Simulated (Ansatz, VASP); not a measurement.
Two plane-wave programs on TiRh

```
Ti Rh
1.0
     2.94675    0.00000    0.00000
     0.00000    2.94675    0.00000
     0.00000    0.00000    3.44444
Ti Rh
1 1
Direct
  0.50000 0.50000 0.50000
  0.00000 0.00000 0.00000
```

Change from the starting cell: volume scaled by 1, PAW files.

Alike in both runs: task electric field gradients; functional LDA; k mesh 12 × 12 × 11; occupations fermi-dirac, width 0.05 eV; no spin polarisation.

|  | VASP | Ansatz |
| --- | --- | --- |
| version | VASP 6.6.1 | Ansatz 0.2.0 |
| potentials or method | VASP PAW LDA potentials, release 64 (Ti_sv, Rh_pv) | PAW with Ansatz's default frozen-core files, scalar-relativistic |
| plane-wave cutoff (eV) | 520 | 420 |
| valence electrons in the cell | 27 | 29 |

VASP gave:

| Property | Result |
| --- | --- |
| pressure (GPa) | -11.7 |
| size of Vzz on the site where it differs most (V/Å²) | 31.8 |

Problem. Estimate Ansatz's values.

Solution. Pressure (GPa): -12.2; size of Vzz on the site where it differs most (V/Å²): 23.1.

LDA's correlation is that of Perdew and Zunger in VASP and of Perdew and Wang (1992) in Ansatz. VASP's potentials hold 27 valence electrons a cell and Ansatz's 29, so a difference there can come from the potentials and not from the codes.
